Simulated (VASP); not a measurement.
# Zn (P6_3/mmc) in VASP: a series of runs, part 2 of 2

VASP 6.6.1. Earlier steps stand in the parts before.

**3. Relaxation of cell and atoms, LDA**

INCAR reads:

```
  PREC = Accurate
  ENCUT = 600
  EDIFF = 1E-6
  ISMEAR = 0
  SIGMA = 0.05
  LREAL = False
  LASPH = True
  NELM = 80
  ALGO = Normal
  ISIF = 3
  LWAVE = False
  LCHARG = False
  IBRION = 2
  NSW = 50
  EDIFFG = -0.01
```

KPOINTS reads:

```
Automatic mesh
0
Gamma
  18 18 10
```

POSCAR reads:

```
Zn
1.0
    2.5528907685      0.0000000000      0.0000000000
   -1.2764453843      2.2108682586      0.0000000000
    0.0000000000      0.0000000000      4.8432601927
Zn
2
Direct
    0.3333333333      0.6666666667      0.7500000000
    0.6666666667      0.3333333333      0.2500000000
```

Potentials or basis: VASP PAW LDA potentials, release 64 (Zn).

Run with:

```bash
$ cat potpaw_LDA.64/Zn/POTCAR > POTCAR
$ mpirun -np 1 vasp_std > vasp.out
```

OUTCAR:

```text
PREC = Accurate
   ENCUT = 600
   EDIFF = 1E-6
   ISMEAR = 0
   LREAL = False
   LASPH = True
   NELM = 80
   ISIF = 3
   IBRION = 2
   NSW = 50
   EDIFFG = -0.01

 ion  position               nearest neighbor table
   1  0.333  0.667  0.750-   2 2.83   2 2.83   2 2.83   2 2.83   2 2.83   2 2.83
   2  0.667  0.333  0.250-   1 2.83   1 2.83   1 2.83   1 2.83   1 2.83   1 2.83

  LATTYP: Found a hexagonal cell.
 ALAT       =     2.5528907685
 C/A-ratio  =     1.8971670282

  Lattice vectors:

 A1 = (   2.5528907685,   0.0000000000,   0.0000000000)
 A2 = (  -1.2764453843,   2.2108682586,   0.0000000000)
 A3 = (   0.0000000000,   0.0000000000,   4.8432601927)

Analysis of symmetry for initial positions (statically):
=====================================================================
 Subroutine PRICEL returns:
 Original cell was already a primitive cell.

 Routine SETGRP: Setting up the symmetry group for a
 hexagonal supercell.

 Subroutine GETGRP returns: Found 24 space group operations
 (whereof 12 operations were pure point group operations)
 out of a pool of 24 trial point group operations.

The static configuration has the point symmetry D_3d.
 The point group associated with its full space group is D_6h.

[... 170 lines left out ...]
  Total        0.1173055      0.1173055      0.0811575     -0.0000000      0.0000000      0.0000000
  in kB        6.8753705      6.8753705      4.7567039     -0.0000000      0.0000000      0.0000000
  external PRESSURE =       6.1691483 kB  Pullay stress =       0.0000000 kB
[... 59 lines left out ...]
--------------------------------------- Ionic step        3  -------------------------------------------

 number of electron      23.9999969 magnetization

 Free energy of the ion-electron system (eV)
  ---------------------------------------------------
  ext. energy  EPLUGINS =         0.00000000
  ---------------------------------------------------
  free energy    TOTEN  =        -3.75873259 eV

  energy without entropy =       -3.75842846  energy(sigma->0) =       -3.75858052

 E-fermi :   3.6154     XC(G=0): -12.4300

 val. band max:        3.6045025926   @ k =   0.3333   0.2778   0.5000
 cond. band min:       3.7110317666   @ k =   0.1667   0.0000   0.2000
 fundamental gap:      0.1065291740
 Fermi energy:         3.6153755855

 k-point     1 :       0.0000    0.0000    0.0000
  band No.  band energies     occupation
      1      -7.6011      2.00000
      2      -5.5829      2.00000
      3      -4.7191      2.00000
      4      -4.4127      2.00000
      5      -4.4127      2.00000
      6      -4.3575      2.00000
[... 433 lines left out ...]
      3      -4.9572      2.00000
      4      -4.4289      2.00000
      5      -4.2386      2.00000
      6      -4.2379      2.00000
[... 8 lines left out ...]
     15       9.5557      0.00000
     16      10.8517      0.00000

 [... further k-points ...]

------------------------ aborting loop because EDIFF is reached ----------------------------------------

  FORCE on cell =-STRESS in cart. coord.  units (eV):
  Direction    XX          YY          ZZ          XY          YZ          ZX
  --------------------------------------------------------------------------------------
  -------------------------------------------------------------------------------------
  Total       -0.0045411     -0.0045411      0.0178762      0.0000000     -0.0000000     -0.0000000
  in kB       -0.2647314     -0.2647314      1.0421229      0.0000000     -0.0000000     -0.0000000
  external PRESSURE =       0.1708867 kB  Pullay stress =       0.0000000 kB
[... 17 lines left out ...]
  FREE ENERGIE OF THE ION-ELECTRON SYSTEM (eV)
  ---------------------------------------------------
  free  energy   TOTEN  =        -3.7587325860 eV

  energy  without entropy=       -3.7584284630  energy(sigma->0) =       -3.75858052

 reached required accuracy - stopping structural energy minimisation
```

OSZICAR:

```text
N       E                     dE             d eps       ncg     rms          rms(c)
DAV:   1     0.101905721172E+03    0.10191E+03   -0.14053E+04  7264   0.271E+03
DAV:   2    -0.112873112134E+01   -0.10303E+03   -0.10152E+03  7352   0.324E+02
[... 17 lines left out ...]
   2 F= -.37586872E+01 E0= -.37585347E+01  d E =-.242792E-03
       N       E                     dE             d eps       ncg     rms          rms(c)
DAV:   1    -0.376055021711E+01   -0.18632E-02   -0.19508E-02  7120   0.292E+00    0.301E-01
DAV:   2    -0.375895699426E+01    0.15932E-02   -0.61001E-03  7224   0.185E+00    0.977E-02
DAV:   3    -0.375880097782E+01    0.15602E-03   -0.10247E-04  9248   0.176E-01    0.539E-02
DAV:   4    -0.375873239633E+01    0.68581E-04   -0.13508E-05  9944   0.724E-02    0.261E-03
DAV:   5    -0.375873258598E+01   -0.18965E-06   -0.19326E-06  5952   0.142E-02
   3 F= -.37587326E+01 E0= -.37585805E+01  d E =-.288179E-03
```

CONTCAR:

```text
Zn
   1.00000000000000
     2.5579941755117308   -0.0000000000001154    0.0000000000000000
    -1.2789970878060652    2.2152879387180215    0.0000000000000000
     0.0000000000000000    0.0000000000000000    4.8499586653878364
  Zn
     2
Direct
     0.3333333332999970    0.6666666667000030    0.7500000000000000
     0.6666666667000030    0.3333333332999970    0.2500000000000000

  0.00000000E+00  0.00000000E+00  0.00000000E+00
  0.00000000E+00  0.00000000E+00  0.00000000E+00
```

Run time: 3.7 min. Hardware: 1 thread of Intel Xeon 8259CL, shared host; peak memory 0.21 GiB.

Results:

```
Free energy                           : -3.7587 eV
Relaxed volume                        : 13.74 Å³/atom
Relaxed cell                          : a = 2.558 Å, b = 2.558 Å, c = 4.850 Å, α = 90.00°, β = 90.00°, γ = 120.00°
Space group after relaxing (to 0.1 Å) : P6_3/mmc (No. 194)
Energy gained by relaxing             : 0.1 meV/atom
Ionic steps                           : 3
Pressure after relaxing               : 0.0 GPa
Band gap on the k mesh                : zero (bands 12 and 13 overlap by 5.03 eV)
```

The path:
```tsv
step	energy change (eV)	largest force (eV/Å)	pressure (GPa)	volume (Å³)
1	0.0000	0.0000	0.62	27.34
2	-0.0002	0.0000	-0.24	27.54
3	-0.0003	0.0000	0.02	27.48
```

Final structure:
```
CELL_PARAMETERS angstrom
2.55799 0.00000 0.00000
-1.27900 2.21529 0.00000
0.00000 0.00000 4.84996
ATOMIC_POSITIONS crystal
Zn 0.33333 0.66667 0.75000
Zn 0.66667 0.33333 0.25000
```

The gap in the log of VASP goes by the Fermi energy; the results here count the filled bands.